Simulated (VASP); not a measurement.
The system is H.

```
H
1.0
     1.64853   -2.73169    0.00000
     1.64853    2.73169    0.00000
     0.00000    0.00000    6.31377
H
4
Direct
  0.56781 0.43219 0.99951
  0.43219 0.56781 0.00049
  0.43219 0.56781 0.49951
  0.56781 0.43219 0.50049
```

Base run:

* Program: VASP 6.6.1
* Functional: r2SCAN
* Potentials or basis: VASP PAW PBE potentials, release 64 (H)
* Cutoff: 520 eV
* k mesh: 12 × 12 × 6
* Occupations: gaussian, width 0.02 eV
* Spin: no spin polarisation

Its results: band gap on the k mesh 9.08 eV; pressure 0.1 GPa; largest force 0.010 eV/Å.

Task: After a change of settings the same cell gave: band gap on the k mesh 9.09 eV; pressure 0.9 GPa; largest force 0.217 eV/Å. Which change was it?
A. k mesh from 12 × 12 × 6, through Γ to 4 × 4 × 2, shifted; further incar settings from ALGO = Normal; EDIFF = 1e-07; NBANDS = 10 to ALGO = Normal; EDIFF = 1e-06; NBANDS = 10
B. k mesh from 12 × 12 × 6 to 2 × 2 × 1
C. k mesh from 12 × 12 × 6, through Γ to 6 × 6 × 2, shifted
D. k mesh from 12 × 12 × 6 to 4 × 4 × 2

Result: B.

Caveats: some runs use coarse meshes; the PAW data sets were made with another functional, which shifts forces and pressure a little.
